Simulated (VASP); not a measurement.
# Lu (P6_3/mmc) in VASP: further runs

The runs below take Lu through single point, with LDA.

Program: VASP 6.6.1. These are calculated values, not measurements. Logs are shortened: lines on timing, memory, paths and dates and some standing lists are left out, and cuts for length are marked.

### 1 The cell of the first run

It takes space group P6_3/mmc (No. 194, hexagonal). The conventional cell has a = 3.382 Å, b = 3.382 Å, c = 5.252 Å, α = 90.00°, β = 90.00°, γ = 120.00°. Lu (site symmetry -6m2) has 12 Lu at 3.27 to 3.38 Å within 4.3 Å.

### 2 Single point, LDA

Contents of INCAR:

```
PREC     = Accurate       # precision mode
ENCUT    = 520            # plane-wave cutoff, eV
EDIFF    = 1E-7           # SCF threshold, eV
ISMEAR   = 1              # smearing method
SIGMA    = 0.3            # smearing width, eV
LREAL    = False          # projectors in reciprocal space
LASPH    = True           # aspherical terms in the spheres
NELM     = 80             # most SCF steps
ALGO     = Normal         # electronic algorithm
ISIF     = 2              # what is computed and relaxed
LWAVE    = False          # write WAVECAR
LCHARG   = False          # write CHGCAR
GGA      = CA             # functional
NBANDS   = 32             # bands
```

Contents of KPOINTS:

```
regular mesh
0
Gamma
  11 11 6
```

Contents of POSCAR:

```
Lu
1.0
    3.3823924653      0.0000000000      0.0000000000
   -1.6911962327      2.9292378005      0.0000000000
    0.0000000000      0.0000000000      5.2524129119
Lu
2
Direct
    0.3333333333      0.6666666667      0.2500000000
    0.6666666667      0.3333333333      0.7500000000
```

Potentials or basis: VASP PAW PBE potentials, release 64 (Lu).

Launch:

```bash
> cat potpaw_PBE.64/Lu/POTCAR > POTCAR
> mpirun -np 1 vasp_std > vasp.out
```

OUTCAR:

```text
PREC = Accurate
   ENCUT = 520
   EDIFF = 1E-7
   ISMEAR = 1
   LREAL = False
   LASPH = True
   NELM = 80
   ISIF = 2
   GGA = CA

 ion  position               nearest neighbor table
   1  0.333  0.667  0.250-   2 3.27   2 3.27   2 3.27   2 3.27   2 3.27   2 3.27
   2  0.667  0.333  0.750-   1 3.27   1 3.27   1 3.27   1 3.27   1 3.27   1 3.27

  LATTYP: Found a hexagonal cell.
 ALAT       =     3.3823924653
 C/A-ratio  =     1.5528691498

  Lattice vectors:

 A1 = (   3.3823924653,   0.0000000000,   0.0000000000)
 A2 = (  -1.6911962327,   2.9292378005,   0.0000000000)
 A3 = (   0.0000000000,   0.0000000000,   5.2524129119)

Analysis of symmetry for initial positions (statically):
=====================================================================
 Subroutine PRICEL returns:
 Original cell was already a primitive cell.

 Routine SETGRP: Setting up the symmetry group for a
 hexagonal supercell.

 Subroutine GETGRP returns: Found 24 space group operations
 (whereof 12 operations were pure point group operations)
 out of a pool of 24 trial point group operations.

The static configuration has the point symmetry D_3d.
 The point group associated with its full space group is D_6h.

Analysis of symmetry for dynamics (positions and initial velocities):
=====================================================================
 Subroutine PRICEL returns:
 Original cell was already a primitive cell.

 Routine SETGRP: Setting up the symmetry group for a
 hexagonal supercell.

 Subroutine GETGRP returns: Found 24 space group operations
 (whereof 12 operations were pure point group operations)
 out of a pool of 24 trial point group operations.

The dynamic configuration has the point symmetry D_3d.
 The point group associated with its full space group is D_6h.

 Subroutine INISYM returns: Found 24 space group operations
 (whereof 12 operations are pure point group operations),
 and found     1 'primitive' translations

----------------------------------------------------------------------------------------

                                     Primitive cell

  volume of cell :      52.0400

  direct lattice vectors                    reciprocal lattice vectors
     3.382392465  0.000000000  0.000000000     0.295648719  0.170692868  0.000000000
    -1.691196233  2.929237801  0.000000000     0.000000000  0.341385735  0.000000000
     0.000000000  0.000000000  5.252412912     0.000000000  0.000000000  0.190388687

  length of vectors
     3.382392465  3.382392465  5.252412912     0.341385735  0.341385735  0.190388687

  position of ions in fractional coordinates (direct lattice)
     0.333333333  0.666666667  0.250000000
     0.666666667  0.333333333  0.750000000

  ion indices of the primitive-cell ions
   primitive index   ion index
                 1           1
                 2           2

----------------------------------------------------------------------------------------

 KPOINTS: regular mesh

Automatic generation of k-mesh.
 Grid dimensions read from file:
 generate k-points for:   11   11    6

 Generating k-lattice:

  Cartesian coordinates                     Fractional coordinates (reciprocal lattice)
     0.026877156  0.015517533  0.000000000     0.090909091  0.000000000  0.000000000
     0.000000000  0.031035067  0.000000000     0.000000000  0.090909091  0.000000000
     0.000000000  0.000000000  0.031731448     0.000000000  0.000000000  0.166666667

  Length of vectors
     0.031035067  0.031035067  0.031731448

  Shift w.r.t. Gamma in fractional coordinates (k-lattice)
     0.000000000  0.000000000  0.000000000

 Subroutine IBZKPT returns following result:
 ===========================================

 Found     64 irreducible k-points:

 Following reciprocal coordinates:
            Coordinates               Weight
  0.000000  0.000000  0.000000      1.000000
  0.090909  0.000000  0.000000      6.000000
  0.181818  0.000000  0.000000      6.000000
  0.272727  0.000000  0.000000      6.000000
  0.363636  0.000000  0.000000      6.000000
  0.454545  0.000000  0.000000      6.000000
[... 16 lines left out ...]
  0.090909  0.090909  0.166667     12.000000
  0.181818  0.090909  0.166667     24.000000
 [... further k-points ...]
   k-points           NKPTS =     64   k-points in BZ     NKDIM =     64   number of bands    NBANDS=     32
   number of dos      NEDOS =    301   number of ions     NIONS =      2
   total plane-waves  NPLWV =  31360
   dimension x,y,z NGX =    28 NGY =   28 NGZ =   40
   dimension x,y,z NGXF=    56 NGYF=   56 NGZF=   80
   ions per type =               2
   NGX,Y,Z   is equivalent  to a cutoff of  13.76, 13.76, 12.66 a.u.
   NGXF,Y,Z  is equivalent  to a cutoff of  27.52, 27.52, 25.32 a.u.
 SYSTEM =  unknown system
   PREC   = accura    normal or accurate (medium, high low for compatibility)
   ISTART =      0    job   : 0-new  1-cont  2-samecut
   ICHARG =      2    charge: 1-file 2-atom 10-const
   ISPIN  =      1    spin polarized calculation?
   LNONCOLLINEAR =      F non collinear calculations
   LSORBIT =      F    spin-orbit coupling
   LASPH  =      T    aspherical Exc in radial PAW
   ENCUT  =  520.0 eV  38.22 Ry    6.18 a.u.   6.29  6.29  9.77*2*pi/ulx,y,z
   NELM   =     80;   NELMIN=  2; NELMDL= -5     # of ELM steps
   EDIFF  = 0.1E-06   stopping-criterion for ELM
   LREAL  =      F    real-space projection
   EDIFFG = 0.1E-05   stopping-criterion for IOM
   NSW    =      0    number of steps for IOM
   IBRION =     -1    ionic relax: 0-MD 1-quasi-New 2-CG
   NFREE  =      0    steps in history (QN), initial steepest desc. (CG)
   ISIF   =      2    stress and relaxation
   ISYM   =      2    0-nonsym 1-usesym 2-fastsym
   POTIM  = 0.5000    time-step for ionic-motion
   TEBEG  =    0.0;   TEEND  =   0.0 temperature during run
   PSTRESS=    0.0 pullay stress
   NELECT =      50.0000    total number of electrons
   NUPDOWN=      -1.0000    fix difference up-down
   EMIN   =  10.00;   EMAX   =-10.00  energy-range for DOS
   EFERMI =   0.00;   METHOD = LEGACY
   ISMEAR =     1;   SIGMA  =   0.30  broadening in eV -4-tet -1-fermi 0-gaus
   EFERMI_NEDOS =   21; number of points for ismear=-14 and -15
   IALGO  =     38    algorithm
   IMIX   =      4    mixing-type and parameters
     AMIX     =   0.40;   BMIX     =  1.00
     AMIX_MAG =   1.60;   BMIX_MAG =  1.00
  volume/ion in A,a.u.               =      26.02       175.59
  Fermi-wavevector in a.u.,A,eV,Ry     =   1.615421  3.052703 35.505551  2.609584
  Thomas-Fermi vector in A             =   2.710171
   LORBIT       =      0    0 simple, 1 ext, 2 COOP (PROOUT), +10 PAW based schemes
   GGA     = CA    functional components
   LHFCALC =     F    Hartree Fock is set to
   AEXX    =    0.0000 exact exchange contribution
   IVDW    =     0    specifies the selected vdW correction
   LEPSILON=     F    determine dielectric tensor
   LRPA    =     F    only Hartree local field effects (RPA)
 non-spin polarized calculation
 Methfessel and Paxton  Order N= 1 SIGMA  =   0.30
  energy-cutoff  :      520.00
  volume of cell :       52.04
 maximum number of plane-waves:      1423
 NGX is ok and might be reduce to    28
   NGX = 13   NGY = 13   NGZ = 19

 number of electron      49.9999981 magnetization

 Free energy of the ion-electron system (eV)
  ---------------------------------------------------
  ext. energy  EPLUGINS =         0.00000000
  ---------------------------------------------------
  free energy    TOTEN  =       -10.38975810 eV

  energy without entropy =      -10.38585791  energy(sigma->0) =      -10.38845803

 E-fermi :   2.3588     XC(G=0): -11.5480

 val. band max:        2.3389513278   @ k =   0.1818   0.1818   0.1667
 cond. band min:       2.3635329605   @ k =   0.4545   0.0909   0.3333
 fundamental gap:      0.0245816328
 Fermi energy:         2.3588182239

 k-point     1 :       0.0000    0.0000    0.0000
  band No.  band energies     occupation
      1     -53.3155      2.00000
      2     -53.2515      2.00000
      3     -24.6175      2.00000
      4     -23.9790      2.00000
      5     -23.9790      2.00000
      6     -23.8519      2.00000
[... 24 lines left out ...]
     31       5.9030     -0.00000
     32       5.9030     -0.00000

 k-point     2 :       0.0909    0.0000    0.0000
  band No.  band energies     occupation
      1     -53.3121      2.00000
      2     -53.2505      2.00000
      3     -24.5979      2.00000
      4     -24.0177      2.00000
      5     -23.9925      2.00000
      6     -23.8931      2.00000
[... 24 lines left out ...]
     31       5.6092     -0.00000
     32       5.6803     -0.00000

 k-point     3 :       0.1818    0.0000    0.0000
  band No.  band energies     occupation
      1     -53.3030      2.00000
      2     -53.2480      2.00000
      3     -24.5423      2.00000
      4     -24.1219      2.00000
      5     -24.0274      2.00000
      6     -24.0003      2.00000
[... 24 lines left out ...]
     31       6.0441     -0.00000
     32       6.1733     -0.00000

 k-point     4 :       0.2727    0.0000    0.0000
  band No.  band energies     occupation
      1     -53.2902      2.00000
      2     -53.2454      2.00000
      3     -24.4597      2.00000
      4     -24.2589      2.00000
      5     -24.1337      2.00000
      6     -24.0708      2.00000
[... 24 lines left out ...]
     31       6.8113     -0.00000
     32       7.0875     -0.00000

 k-point     5 :       0.3636    0.0000    0.0000
  band No.  band energies     occupation
      1     -53.2772      2.00000
      2     -53.2444      2.00000
      3     -24.3846      2.00000
      4     -24.3661      2.00000
      5     -24.2502      2.00000
      6     -24.1092      2.00000
[... 584 lines left out ...]
     31       7.7637     -0.00000
     32       8.0019     -0.00000

 k-point    22 :       0.4545    0.0000    0.1667
  band No.  band energies     occupation
      1     -53.2664      2.00000
      2     -53.2467      2.00000
      3     -24.5051      2.00000
      4     -24.3685      2.00000
      5     -24.2134      2.00000
      6     -24.1177      2.00000
[... 24 lines left out ...]
     31       8.8868      0.00000
     32       8.9892      0.00000

 k-point    23 :       0.0909    0.0909    0.1667
  band No.  band energies     occupation
      1     -53.3021      2.00000
      2     -53.2526      2.00000
      3     -24.5214      2.00000
      4     -24.0648      2.00000
      5     -24.0357      2.00000
      6     -23.9803      2.00000
[... 24 lines left out ...]
     31       6.0185     -0.00000
     32       6.4207     -0.00000

 k-point    24 :       0.1818    0.0909    0.1667
  band No.  band energies     occupation
      1     -53.2917      2.00000
      2     -53.2495      2.00000
      3     -24.4737      2.00000
      4     -24.1695      2.00000
      5     -24.1343      2.00000
      6     -24.0365      2.00000
[... 24 lines left out ...]
     31       6.4050     -0.00000
     32       7.0209     -0.00000

 [... further k-points ...]
[... 5 lines left out ...]
  --------------------------------------------------------------------------------------
  -------------------------------------------------------------------------------------
  Total        0.0431678      0.0431678     -0.0204404     -0.0000000     -0.0000000      0.0000000
  in kB        1.3290234      1.3290234     -0.6293067     -0.0000000     -0.0000000      0.0000000
  external PRESSURE =       0.6762467 kB  Pullay stress =       0.0000000 kB

 VOLUME and BASIS-vectors are now :
 -----------------------------------------------------------------------------
  energy-cutoff  :      520.00
  volume of cell :       52.04
      direct lattice vectors                 reciprocal lattice vectors
     3.382392465  0.000000000  0.000000000     0.295648719  0.170692868  0.000000000
    -1.691196233  2.929237801  0.000000000     0.000000000  0.341385735  0.000000000
     0.000000000  0.000000000  5.252412912     0.000000000  0.000000000  0.190388687

 POSITION                                       TOTAL-FORCE (eV/Angst)
 -----------------------------------------------------------------------------------
     -0.00000      1.95283      1.31310        -0.000000      0.000000      0.000000
      1.69120      0.97641      3.93931         0.000000     -0.000000      0.000000
 -----------------------------------------------------------------------------------
    total drift:                               -0.000000      0.000000     -0.000000

  FREE ENERGIE OF THE ION-ELECTRON SYSTEM (eV)
  ---------------------------------------------------
  free  energy   TOTEN  =       -10.3897580977 eV

  energy  without entropy=      -10.3858579051  energy(sigma->0) =      -10.38845803
```

It took 2.6 min on 1 thread of Oxide Virtual Turin-like, shared host; peak memory 0.19 GiB.

Results:

| Item | Value |
| --- | --- |
| Free energy | -10.3898 eV |
| Pressure | 0.1 GPa |
| Band gap on the k mesh | zero (band 25 reaches 3.62 eV, above the bottom of band 26 at 1.71 eV) |

Stress tensor (GPa, compression positive):
```
 0.13  0.00  0.00
 0.00  0.13  0.00
 0.00  0.00 -0.06
```

Caveat: the PAW data sets were made with another functional, which shifts forces and pressure a little; spin-orbit coupling is left out, which moves the levels of the heavy elements.

### 3 Single point, LDA

Contents of INCAR:

```
SYSTEM = Lu
PREC = Accurate ; ENCUT = 520
EDIFF = 1E-7 ; ISMEAR = 1
SIGMA = 0.6 ; LREAL = .FALSE.
LASPH = .TRUE. ; NELM = 100
ALGO = Normal ; ISIF = 2
LWAVE = .FALSE. ; LCHARG = .FALSE.
GGA = CA ; NBANDS = 32
```

Contents of KPOINTS:

```
regular mesh
0
G
  11 11 6
  0 0 0
```

POSCAR is that of step 2.

Potentials or basis: VASP PAW PBE potentials, release 64 (Lu).

Launch:

```bash
> cat potpaw_PBE.64/Lu/POTCAR > POTCAR
> mpirun -np 1 vasp_std > vasp.out
```

Run time: 2.8 min. Hardware: 1 thread of Oxide Virtual Turin-like, shared host; peak memory 0.18 GiB.

Results (log left out):

```yaml
Free_energy: -10.4092 eV
Pressure: 0.2 GPa
Band_gap_on_the_k_mesh: zero (band 25 reaches 3.62 eV, above the bottom of band 26 at 1.71 eV)
```

Stress tensor (GPa, compression positive):
```
0.03 0.00 0.00
0.00 0.03 0.00
0.00 0.00 0.48
```

Levels at points of the mesh, in eV from the Fermi level:
```
           k point  band 21  band 22  band 23  band 24  band 25  band 26  band 27  band 28  band 29  band 30
(0.00, 0.00, 0.00)    -4.74    -4.71    -4.70    -2.59     1.26     2.18     2.18     2.72     3.03     3.03
(0.00, 0.00, 0.50)    -4.71    -4.71    -4.37    -4.37     1.27     1.27     2.05     2.05     2.05     2.05
```

Caveat: the PAW data sets were made with another functional, which shifts forces and pressure a little; spin-orbit coupling is left out, which moves the levels of the heavy elements.
